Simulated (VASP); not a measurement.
# B24HN24 (a cell with a defect) in VASP: single point with PBE

Aim: the single point of B24HN24 (a cell with a defect) with PBE.

Everything below comes from runs of VASP 6.6.1. Logs are shortened: lines on timing, memory, paths and dates and some standing lists are left out, and cuts for length are marked.

## Step 1: The cell of the first run

The cell holds a defect, 49 atoms: a = 6.118 Å, b = 6.118 Å, c = 8.750 Å, α = 109.49°, β = 109.49°, γ = 92.61°.

## Step 2: Single point, PBE, collinear spin

INCAR

```
SYSTEM = B24HN24
ALGO = Normal
EDIFF = 1E-6
ENCUT = 520
GGA = PE
GGA_COMPAT = .False.
ISIF = 2
ISMEAR = 0
ISPIN = 2
KPAR = 2
LASPH = .True.
LCHARG = .False.
LORBIT = 11
LREAL = Auto
LWAVE = .False.
MAGMOM = 0 0 0 0 0 0 0 0.5 0 0.5 0.5 0 0 0 0 0 0 0 0 0 0 0 0 0 0 0 0 0 0 0 0 0.5 0 0.5 0.5 0 0 0 0 0 0 0 0 0 0 0 0 0 0.5
NBANDS = 130
NCORE = 2
NELM = 200
PREC = Accurate
SIGMA = 0.05
```

KPOINTS

```
k-points
0
Gamma
  2 2 2
  0 0 0
```

POSCAR

```
B24HN24
1.0
   -3.8309090000      2.2117770000     -4.2268550000
    3.8309090000     -2.2117770000     -4.2268550000
   -3.8309090000     -6.6353300000      4.2268550000
B N H
24 24 1
Direct
    0.6654788631      0.3323843039     -0.0017057610
    0.1659931097      0.8331415677     -0.0009639132
    0.8327500177      0.0002305373      0.8324689550
    0.3330010127      0.5004761294      0.8329936074
   -0.0000796787      0.6668168063      0.6671637117
    0.4996919374      0.1668210618      0.6664310587
    0.1659814005      0.3341040454      0.4997543463
    0.6659321266      0.8327415766      0.4988217899
    0.3314644833      0.0006462138      0.3327205995
    0.8312405460      0.5010450003      0.3327322780
    0.4998233995      0.6666878193      0.1666392905
   -0.0010577231      0.1670856083      0.1656978403
    0.5820058777      0.9176526972     -0.0023692452
    0.0827782219      0.4168573347     -0.0006407129
    0.7491995159      0.5837524953      0.8328101008
    0.2491019604      0.0836596942      0.8326179492
    0.9171061909      0.2527283297      0.6678108113
    0.4161380633      0.7501930728      0.6660648161
    0.0852570017      0.9186578183      0.5006769928
    0.5822852587      0.4158360583      0.5003680358
    0.2497849214      0.5824158086      0.3327264536
    0.7497680393      0.0863185179      0.3327224391
    0.4146500224      0.2482259051      0.1650732261
    0.9172598052      0.7507187393      0.1647527231
    0.8532468296      0.5207883083     -0.0008010100
    0.3524113668      0.0197986110     -0.0014350035
    0.0202131811      0.1877623047      0.8329590254
    0.5199752617      0.6875163172      0.8324823358
    0.1867698364      0.8542908359      0.6662360852
    0.6865625422      0.3539376540      0.6668717396
    0.3532371070      0.5205066735      0.4996323943
    0.8554290132      0.0251163550      0.5015218932
    0.5194061207      0.1872549288      0.3327238843
    0.0228783739      0.6873497783      0.3327185409
    0.6866319983      0.8563341185      0.1639265438
    0.1863273675      0.3536087492      0.1658097721
    0.7699772626      0.1042586093     -0.0014420119
    0.2693062165      0.6039583867     -0.0010689633
    0.9367017850      0.7710426091      0.8331001879
    0.4363291110      0.2706809552      0.8323599147
    0.1041532833      0.4384230978      0.6668966647
    0.6031157578      0.9377384598      0.6665298764
    0.2703356911      0.1051026756      0.4998609066
    0.7701749460      0.6013001902      0.5026954321
    0.4312119088      0.7712400484      0.3327237580
    0.9370483466      0.2709101184      0.3327246672
    0.6002089842      0.4313575306      0.1627682671
    0.1031912807      0.9379866434      0.1655955395
    0.7384412009      0.7399634348      0.3326622127
```

Potentials or basis: VASP PAW PBE potentials, release 64 (B, N, H).

The run is started by

```console
$ cat potpaw_PBE.64/B/POTCAR potpaw_PBE.64/N/POTCAR potpaw_PBE.64/H/POTCAR > POTCAR
$ mpirun -np 4 vasp_std > vasp.out
```

OUTCAR:

```text
SYSTEM = B24HN24
   EDIFF = 1E-6
   ENCUT = 520
   GGA = PE
   ISIF = 2
   ISMEAR = 0
   ISPIN = 2
   LASPH = .True.
   LORBIT = 11
   LREAL = Auto
   NELM = 200
   PREC = Accurate

 ion  position               nearest neighbor table
   1  0.665  0.332  0.998-  47 1.56  37 1.56  40 1.56  25 1.59
   2  0.166  0.833  0.999-  39 1.56  38 1.56  48 1.57  26 1.58
   3  0.833  0.000  0.832-  37 1.56  42 1.56  39 1.57  27 1.58
   4  0.333  0.500  0.833-  41 1.56  38 1.56  40 1.57  28 1.58
   5  1.000  0.667  0.667-  44 1.56  41 1.56  39 1.56  29 1.59
   6  0.500  0.167  0.666-  40 1.56  42 1.56  43 1.57  30 1.58
[... 40 lines left out ...]
  47  0.600  0.431  0.163-   1 1.56  23 1.57  10 1.58  11 1.59
  48  0.103  0.938  0.166-   9 1.57  12 1.57   2 1.57  24 1.57
  49  0.738  0.740  0.333-

  LATTYP: Found a face centered orthorhombic cell.
 ALAT       =     8.4537100000
 B/A-ratio  =     1.0465353114
 C/A-ratio  =     1.8126523958

  Lattice vectors:

 A1 = (   0.0000000000,  -8.8471070000,   0.0000000000)
 A2 = (  -3.8309090000,  -6.6353300000,  -4.2268550000)
 A3 = (   3.8309090000,  -2.2117770000,  -4.2268550000)

Analysis of symmetry for initial positions (statically):
=====================================================================
 Subroutine PRICEL returns:
 Original cell was already a primitive cell.

 Routine SETGRP: Setting up the symmetry group for a
 face centered orthorhombic supercell.

 Subroutine GETGRP returns: Found  1 space group operations
 (whereof  1 operations were pure point group operations)
 out of a pool of  8 trial point group operations.

The static configuration has the point symmetry C_1 .

Analysis of symmetry for dynamics (positions and initial velocities):
=====================================================================
 Subroutine PRICEL returns:
 Original cell was already a primitive cell.

 Routine SETGRP: Setting up the symmetry group for a
 face centered orthorhombic supercell.

 Subroutine GETGRP returns: Found  1 space group operations
 (whereof  1 operations were pure point group operations)
 out of a pool of  8 trial point group operations.

The dynamic configuration has the point symmetry C_1 .

Analysis of structural, dynamic, and magnetic symmetry:
=====================================================================
 Subroutine PRICEL returns:
 Original cell was already a primitive cell.

 Routine SETGRP: Setting up the symmetry group for a
 face centered orthorhombic supercell.

 Subroutine GETGRP returns: Found  1 space group operations
 (whereof  1 operations were pure point group operations)
 out of a pool of  8 trial point group operations.

The overall configuration has the point symmetry C_1 .

 Subroutine INISYM returns: Found  1 space group operations
 (whereof  1 operations are pure point group operations),
 and found     1 'primitive' translations

----------------------------------------------------------------------------------------

                                     Primitive cell

  volume of cell :     286.5170

  direct lattice vectors                    reciprocal lattice vectors
    -3.830909000  2.211777000 -4.226855000    -0.130517326  0.000000000 -0.118291259
     3.830909000 -2.211777000 -4.226855000     0.065258656 -0.113031299 -0.118291259
    -3.830909000 -6.635330000  4.226855000    -0.065258671 -0.113031299  0.000000000

  length of vectors
     6.118343277  6.118343277  8.750415485     0.176146514  0.176146498  0.130517312

  position of ions in fractional coordinates (direct lattice)
     0.665478863  0.332384304  0.998294239
     0.165993110  0.833141568  0.999036087
     0.832750018  0.000230537  0.832468955
     0.333001013  0.500476129  0.832993607
     0.999920321  0.666816806  0.667163712
     0.499691937  0.166821062  0.666431059
[... 41 lines left out ...]
     0.103191281  0.937986643  0.165595540
     0.738441201  0.739963435  0.332662213

  ion indices of the primitive-cell ions
   primitive index   ion index
                 1           1
[... 87 lines left out ...]
   total plane-waves  NPLWV = 161280
   dimension x,y,z NGX =    48 NGY =   48 NGZ =   70
   dimension x,y,z NGXF=    96 NGYF=   96 NGZF=  140
   ions per type =              24  24   1
   NGX,Y,Z   is equivalent  to a cutoff of  13.04, 13.04, 13.30 a.u.
   NGXF,Y,Z  is equivalent  to a cutoff of  26.08, 26.08, 26.60 a.u.
 SYSTEM =  B24HN24
   PREC   = accura    normal or accurate (medium, high low for compatibility)
   ISTART =      0    job   : 0-new  1-cont  2-samecut
   ICHARG =      2    charge: 1-file 2-atom 10-const
   ISPIN  =      2    spin polarized calculation?
   LNONCOLLINEAR =      F non collinear calculations
   LSORBIT =      F    spin-orbit coupling
   LASPH  =      T    aspherical Exc in radial PAW
   ENCUT  =  520.0 eV  38.22 Ry    6.18 a.u.  11.38 11.38 16.27*2*pi/ulx,y,z
   NELM   =    200;   NELMIN=  2; NELMDL= -5     # of ELM steps
   EDIFF  = 0.1E-05   stopping-criterion for ELM
   LREAL  =      T    real-space projection
   EDIFFG = 0.1E-04   stopping-criterion for IOM
   NSW    =      0    number of steps for IOM
   IBRION =     -1    ionic relax: 0-MD 1-quasi-New 2-CG
   NFREE  =      0    steps in history (QN), initial steepest desc. (CG)
   ISIF   =      2    stress and relaxation
   ISYM   =      2    0-nonsym 1-usesym 2-fastsym
   POTIM  = 0.5000    time-step for ionic-motion
   TEBEG  =    0.0;   TEEND  =   0.0 temperature during run
   PSTRESS=    0.0 pullay stress
   NELECT =     193.0000    total number of electrons
   NUPDOWN=      -1.0000    fix difference up-down
   EMIN   =  10.00;   EMAX   =-10.00  energy-range for DOS
   EFERMI =   0.00;   METHOD = LEGACY
   ISMEAR =     0;   SIGMA  =   0.05  broadening in eV -4-tet -1-fermi 0-gaus
   EFERMI_NEDOS =   21; number of points for ismear=-14 and -15
   IALGO  =     38    algorithm
   IMIX   =      4    mixing-type and parameters
     AMIX     =   0.40;   BMIX     =  1.00
     AMIX_MAG =   1.60;   BMIX_MAG =  1.00
  volume/ion in A,a.u.               =       5.85        39.46
  Fermi-wavevector in a.u.,A,eV,Ry     =   1.435083  2.711914 28.020710  2.059464
  Thomas-Fermi vector in A             =   2.554421
   LORBIT       =     11    0 simple, 1 ext, 2 COOP (PROOUT), +10 PAW based schemes
   GGA     = PE    functional components
   LHFCALC =     F    Hartree Fock is set to
   AEXX    =    0.0000 exact exchange contribution
   IVDW    =     0    specifies the selected vdW correction
   LEPSILON=     F    determine dielectric tensor
   LRPA    =     F    only Hartree local field effects (RPA)
 spin polarized calculation
 Gauss-broadening in eV      SIGMA  =   0.05
  energy-cutoff  :      520.00
  volume of cell :      286.52
 maximum number of plane-waves:      7763
 NGX is ok and might be reduce to    48
   NGX = 23   NGY = 23   NGZ = 33

 number of electron     193.0000001 magnetization       0.9996395

 Free energy of the ion-electron system (eV)
  ---------------------------------------------------
  ext. energy  EPLUGINS =         0.00000000
  ---------------------------------------------------
  free energy    TOTEN  =      -416.30132109 eV

  energy without entropy =     -416.30132109  energy(sigma->0) =     -416.30132109

 E-fermi :   9.8934     XC(G=0): -12.8009

 val. band max:        9.5913181507   @ k =   0.5000   0.5000   0.0000
 cond. band min:      10.4230743639   @ k =   0.0000   0.0000   0.0000
 fundamental gap:      0.8317562132
 Fermi energy:         9.8933839136

 spin component 1

 k-point     1 :       0.0000    0.0000    0.0000
  band No.  band energies     occupation
      1     -12.8920      1.00000
      2     -11.1836      1.00000
      3     -11.1003      1.00000
      4      -9.9790      1.00000
      5      -9.8123      1.00000
      6      -9.7954      1.00000
[... 877 lines left out ...]
    107      15.9601      0.00000
    108      16.2251      0.00000
 Fermi energy:         9.8933839136

 spin component 2

 k-point     1 :       0.0000    0.0000    0.0000
  band No.  band energies     occupation
      1     -12.8508      1.00000
      2     -11.1271      1.00000
      3     -11.0805      1.00000
      4      -9.8709      1.00000
      5      -9.7833      1.00000
      6      -9.7829      1.00000
[... 877 lines left out ...]
    107      15.9880      0.00000
    108      16.2414      0.00000
 [bands above 108 left out]

------------------------ aborting loop because EDIFF is reached ----------------------------------------

  FORCE on cell =-STRESS in cart. coord.  units (eV):
  Direction    XX          YY          ZZ          XY          YZ          ZX
  --------------------------------------------------------------------------------------
  -------------------------------------------------------------------------------------
  Total        6.4611522      6.4214213      5.9606394     -0.0337012     -0.0396026      0.0549017
  in kB       36.1301774     35.9080055     33.3313552     -0.1884541     -0.2214543      0.3070051
  external PRESSURE =      35.1231794 kB  Pullay stress =       0.0000000 kB

 VOLUME and BASIS-vectors are now :
 -----------------------------------------------------------------------------
  energy-cutoff  :      520.00
  volume of cell :      286.52
      direct lattice vectors                 reciprocal lattice vectors
    -3.830909000  2.211777000 -4.226855000    -0.130517326  0.000000000 -0.118291259
     3.830909000 -2.211777000 -4.226855000     0.065258656 -0.113031299 -0.118291259
    -3.830909000 -6.635330000  4.226855000    -0.065258671 -0.113031299  0.000000000

 POSITION                                       TOTAL-FORCE (eV/Angst)
 -----------------------------------------------------------------------------------
     -5.10043     -5.88728      0.00182        -0.000089      0.000124      0.000308
     -1.27143     -8.10452     -0.00042         0.003603      0.000073     -0.004755
     -6.37842     -3.68236     -0.00216        -0.005291     -0.001682     -0.000922
     -2.54954     -5.89761     -0.00204         0.001224      0.005282     -0.004640
     -3.83193     -3.69010     -4.22505         0.000325      0.001697      0.001876
     -3.82823     -3.68575     -0.00035         0.003761      0.001501     -0.006177
[... 41 lines left out ...]
      2.56364     -2.94516     -3.70096         0.001627     -0.001540      0.003015
     -1.26857     -2.21069     -4.84289        -0.000272     -0.003649      0.002113
 -----------------------------------------------------------------------------------
    total drift:                               -0.003304      0.010553      0.001870

  FREE ENERGIE OF THE ION-ELECTRON SYSTEM (eV)
  ---------------------------------------------------
  free  energy   TOTEN  =      -416.3013210887 eV

  energy  without entropy=     -416.3013210887  energy(sigma->0) =     -416.30132109

 total charge

# of ion       s       p       d       tot
------------------------------------------
    1        0.676   1.353   0.000   2.028
    2        0.675   1.351   0.000   2.026
    3        0.674   1.348   0.000   2.023
    4        0.675   1.348   0.000   2.023
    5        0.676   1.353   0.000   2.028
    6        0.675   1.351   0.000   2.026
[... 41 lines left out ...]
   48        1.215   2.758   0.000   3.972
   49        0.537   0.035   0.000   0.572
--------------------------------------------------
tot         45.877  98.373   0.000 144.250

 magnetization (x)

# of ion       s       p       d       tot
------------------------------------------
    1        0.001   0.001   0.000   0.002
    2        0.000   0.001   0.000   0.001
    3        0.000   0.001   0.000   0.001
    4        0.000   0.001   0.000   0.001
    5        0.001   0.001   0.000   0.002
    6        0.000   0.001   0.000   0.001
[... 41 lines left out ...]
   48        0.000   0.001   0.000   0.001
   49        0.325   0.004   0.000   0.329
--------------------------------------------------
tot          0.396   0.279   0.000   0.675
```

It took 5.1 min on 4 MPI ranks of Intel Xeon Platinum 8375C at 2.90GHz (Ice Lake), shared host; peak memory 0.45 GiB.

Results:

```
Free energy                                           : -416.3013 eV
Pressure                                              : 3.5 GPa
Largest force                                         : 0.020 eV/Å
Band gap on the k mesh                                : 0.83 eV
Net moment                                            : 1.00 μB per cell
Site moments                                          : B +0.00, -0.00, +0.02 (each value once); N +0.00, +0.03, +0.01, +0.04 (each value once); H +0.33 μB
Valence electrons inside the program's atomic spheres : B 2.03, 2.02, 1.99, 2.01, 2.04 (each value once); N 3.97, 3.95, 3.96 (each value once); H 0.57
```

Forces in eV/Å, atoms in the order of the input:
```
B    0.000  0.000  0.000
B    0.004  0.000 -0.005
B   -0.005 -0.002 -0.001
B    0.001  0.005 -0.005
B    0.000  0.002  0.002
B    0.004  0.002 -0.006
B   -0.003 -0.002 -0.002
B    0.003  0.017 -0.010
B   -0.005  0.000  0.001
B    0.008 -0.005 -0.011
B   -0.015 -0.006 -0.008
B   -0.001  0.005 -0.004
B    0.002  0.000 -0.005
B   -0.002 -0.003  0.000
B    0.000  0.002 -0.001
B   -0.005 -0.003 -0.001
B    0.004 -0.001 -0.005
B   -0.001 -0.001  0.000
B    0.001 -0.002  0.002
B   -0.002 -0.004 -0.003
B    0.004  0.000 -0.007
B    0.004 -0.004  0.000
B    0.001  0.002  0.001
B   -0.004  0.003 -0.001
N    0.001 -0.001  0.003
N    0.000 -0.001  0.004
N   -0.002  0.001  0.003
N   -0.001  0.000  0.002
N    0.001 -0.002  0.000
N   -0.001 -0.002  0.004
N   -0.002  0.000  0.001
N   -0.002  0.009  0.011
N    0.001  0.001  0.000
N    0.005 -0.003  0.009
N   -0.005 -0.003  0.012
N    0.000  0.002  0.002
N    0.001  0.002  0.000
N   -0.002  0.001  0.004
N    0.001 -0.002  0.001
N    0.001  0.001  0.004
N   -0.001 -0.002  0.002
N    0.001  0.002  0.003
N    0.004 -0.001  0.002
N    0.008  0.003 -0.001
N   -0.005  0.001 -0.005
N    0.001 -0.001  0.002
N    0.002 -0.005  0.000
N    0.002 -0.002  0.003
H    0.000 -0.004  0.002
```

Stress tensor (GPa, compression positive):
```
 3.61 -0.02  0.03
-0.02  3.59 -0.02
 0.03 -0.02  3.33
```

Levels at points of the mesh, in eV from the valence-band top:
Spin up:
| k point | band 93 | band 94 | band 95 | band 96 | band 97 | band 98 | band 99 | band 100 | band 101 | band 102 |
| --- | --- | --- | --- | --- | --- | --- | --- | --- | --- | --- |
| (0.00, 0.00, 0.00) | -4.08 | -2.43 | -2.12 | -2.12 | -0.73 | 3.06 | 3.54 | 4.38 | 4.44 | 4.44 |
| (0.50, 0.00, 0.00) | -3.58 | -3.57 | -3.14 | -3.12 | -0.05 | 4.89 | 4.90 | 4.93 | 4.94 | 4.96 |
| (0.00, 0.50, 0.50) | -3.58 | -3.57 | -3.14 | -3.12 | -0.54 | 4.93 | 4.94 | 4.96 | 4.96 | 4.99 |
| (0.00, 0.50, 0.00) | -3.58 | -3.57 | -3.14 | -3.12 | -0.54 | 4.93 | 4.94 | 4.96 | 4.96 | 4.99 |
| (0.50, 0.00, 0.50) | -3.58 | -3.57 | -3.14 | -3.12 | -0.05 | 4.89 | 4.90 | 4.93 | 4.94 | 4.96 |
| (0.50, 0.50, 0.00) | -3.77 | -3.74 | -3.26 | -3.24 | 0.00 | 5.08 | 5.16 | 5.19 | 5.22 | 5.24 |
| (0.00, 0.00, 0.50) | -2.90 | -2.82 | -2.69 | -2.67 | -0.64 | 4.12 | 4.21 | 4.22 | 4.61 | 5.16 |
| (0.50, 0.50, 0.50) | -3.30 | -3.30 | -3.27 | -3.27 | -0.04 | 4.41 | 4.50 | 4.54 | 4.91 | 5.80 |
Spin down:
```csv
k point,band 94,band 95,band 96,band 97,band 98,band 99
"(0.00, 0.00, 0.00)",-2.40,-2.10,-2.10,0.83,3.07,3.64
"(0.50, 0.00, 0.00)",-3.55,-3.11,-3.10,1.66,4.91,4.92
"(0.00, 0.50, 0.50)",-3.55,-3.11,-3.10,1.17,4.95,4.95
"(0.00, 0.50, 0.00)",-3.55,-3.11,-3.10,1.17,4.95,4.95
"(0.50, 0.00, 0.50)",-3.55,-3.11,-3.10,1.66,4.91,4.92
"(0.50, 0.50, 0.00)",-3.72,-3.24,-3.22,1.73,5.10,5.18
"(0.00, 0.00, 0.50)",-2.81,-2.66,-2.66,1.03,4.14,4.22
"(0.50, 0.50, 0.50)",-3.29,-3.25,-3.25,1.68,4.43,4.52
```

Caveat: the k points lie up to 0.55 Å⁻¹ apart.
